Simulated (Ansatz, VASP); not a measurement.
## One calculation of Ta7N8, two programs

```
Ta N
1.0
    -3.04800   -5.27929    0.00000
     4.57200   -2.63964    0.00000
     0.00000    0.00000    4.91800
Ta N
7 8
Direct
  0.75796 0.48949 0.99783
  0.71546 0.52645 0.49719
  0.50093 0.00157 0.49837
  0.23582 0.49188 0.99930
  0.27863 0.49622 0.50135
  0.98583 0.02254 0.99565
  0.01329 0.98613 0.49775
  0.50457 0.31901 0.22752
  0.49232 0.68577 0.77757
  0.24693 0.82871 0.24506
  0.25137 0.16442 0.75317
  0.99265 0.34493 0.27238
  0.99689 0.66161 0.74178
  0.75416 0.83704 0.24137
  0.74946 0.17633 0.73171
```

Alike in both runs: functional PBE; k mesh 2 × 2 × 2; occupations gaussian, width 0.02 eV; collinear spin.

Ansatz relaxed the structure, and its values are those at the end. VASP's run is a single point on that final structure, the one shown.

```csv
,VASP,Ansatz
version,VASP 6.6.1,Ansatz 0.2.0
potentials or method,"VASP PAW PBE potentials, release 64 (Ta_pv, N), cutoff 520 eV","scalar-relativistic, plane waves, PAW"
valence electrons in the cell,117,131
```

|  | VASP | Ansatz | Ansatz less VASP |
| --- | --- | --- | --- |
| rms of the force components (eV/Å) | 0.018 | 0.008 | -0.0096 |
| net moment per atom (μB) | 0.00 | 0.00 | 0.000 |

VASP's potentials hold 117 valence electrons a cell and Ansatz's 131, so a difference there can come from the potentials and not from the codes. Ansatz's warnings: filled band counts differ across k points, seeded moment not kept.

The k mesh is coarse, so the values compare programs but aren't converged. Neither program's run includes spin-orbit coupling.
